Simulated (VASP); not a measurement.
Cu, 2 atoms in the cell. The structure is monoclinic, space group P2_1/m (No. 11). Conventional cell: a = 2.500 Å, b = 4.167 Å, c = 2.500 Å, α = 90.00°, β = 112.89°, γ = 90.00°. Cu (site symmetry m) has 14 Cu at 2.46 to 3.16 Å within 3.2 Å.  This cell differs from its parent crystal: mode 1 frozen in at -0.147 Å and mode 5 at -0.054 Å (largest displacements).

| Quantity | Value |
| --- | --- |
| Program | VASP 6.6.1 |
| Task | single point |
| Functional | PBE |
| Potentials or basis | VASP PAW PBE potentials, release 64 (Cu) |
| Cutoff | 520 eV |
| k mesh | 20 × 20 × 12 |
| Occupations | gaussian, width 0.15 eV |
| Spin | no spin polarisation |
| Dipole correction | no |
| Further INCAR settings | ALGO = Fast; EDIFF = 1e-06; NBANDS = 18 |

Potentials or basis: VASP PAW PBE potentials, release 64 (Cu).

The run is started by

```bash
$ cat potpaw_PBE.64/Cu/POTCAR > POTCAR
$ mpirun -np 1 vasp_std > vasp.out
```

Hardware: 1 thread of Oxide Virtual Turin-like Processor (shared host).

Q: Estimate the wall time of this run.

A: It took 12 min on 1 thread of Oxide Virtual Turin-like Processor (shared host), peak memory 0.52 GiB. Counts: scf iterations 14, k points 1414.
